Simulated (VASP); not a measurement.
Write the native input for VASP 6.6.1 that does the following.

| Property | Result |
| --- | --- |
| Task | single point |
| Functional | PBEsol |
| Potentials or basis | VASP PAW PBE potentials, release 64 (Li_sv) |
| Cutoff | 520 eV |
| k mesh | 10 × 10 × 5 |
| Occupations | fermi-dirac, width 0.05 eV |
| Spin | no spin polarisation |
| Dipole correction | no |
| Further INCAR settings | ALGO = Normal; EDIFF = 1e-07; NBANDS = 10 |

The structure of Li lies in POSCAR:

```
Li
1.0
    2.4193465034      0.0000000000      0.0000000000
   -1.2096732517      2.0952155325      0.0000000000
    0.0000000000      0.0000000000      3.9827737211
Li
2
Direct
    0.6666666667      0.3333333333      0.7500000000
    0.3333333333      0.6666666667      0.2500000000
```

This isn't the form of Li at room conditions, which is bcc.

One way to write it, as run:

INCAR

```
SYSTEM = Li
PREC = Accurate
ENCUT = 520
EDIFF = 1E-7
ISMEAR = -1
SIGMA = 0.05
LREAL = .FALSE.
LASPH = .TRUE.
NELM = 60
ALGO = Normal
ISIF = 2
LWAVE = .FALSE.
LCHARG = .FALSE.
GGA = PS
NBANDS = 10
```

KPOINTS

```
regular mesh
0
G
  10 10 5
  0 0 0
```

Potentials or basis: VASP PAW PBE potentials, release 64 (Li_sv).

The run is started by

```sh
$ cat potpaw_PBE.64/Li_sv/POTCAR > POTCAR
$ mpirun -np 1 vasp_std > vasp.out
```

Results of the run:

| Property | Result |
| --- | --- |
| Band gap on the k mesh | zero (bands 3 and 4 overlap by 4.32 eV) |

Run time: 6.3 s on 1 thread of Intel Xeon 8259CL, with other jobs on the host, peak memory 0.12 GiB.
